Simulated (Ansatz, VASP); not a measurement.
## BN: VASP beside Ansatz

```
B N
1.0
     2.50434    0.00000    0.00000
    -1.25217    2.16883    0.00000
     0.00000    0.00000    7.01518
B N
2 2
Direct
  0.33333 0.66667 0.25000
  0.66667 0.33333 0.75000
  0.33333 0.66667 0.75000
  0.66667 0.33333 0.25000
```

Alike in both runs: functional PBEsol; k mesh 12 × 12 × 4; occupations gaussian, width 0.02 eV; no spin polarisation.

Ansatz relaxed the structure, and its values are those at the end. VASP's run is a single point on that final structure, the one shown.

|  | VASP | Ansatz |
| --- | --- | --- |
| version | VASP 6.6.1 | Ansatz 0.2.0 |
| potentials or method | VASP PAW PBE potentials, release 64 (B, N), cutoff 520 eV | scalar-relativistic, plane waves, PAW |
| valence electrons in the cell | 16 | 16 |

|  | VASP | Ansatz | Ansatz less VASP |
| --- | --- | --- | --- |
| gap on the k mesh at the Fermi level (eV) | 4.26 | 4.27 | +0.010 |
| least direct gap on the mesh (eV) | 4.60 | 4.60 | +0.007 |
| pressure (GPa) | 0.3 | 0.0 | -0.29 |

VASP's potentials were made for PBE, not for PBEsol. With one functional, cell and mesh, what is left measures potentials, basis and numerics.
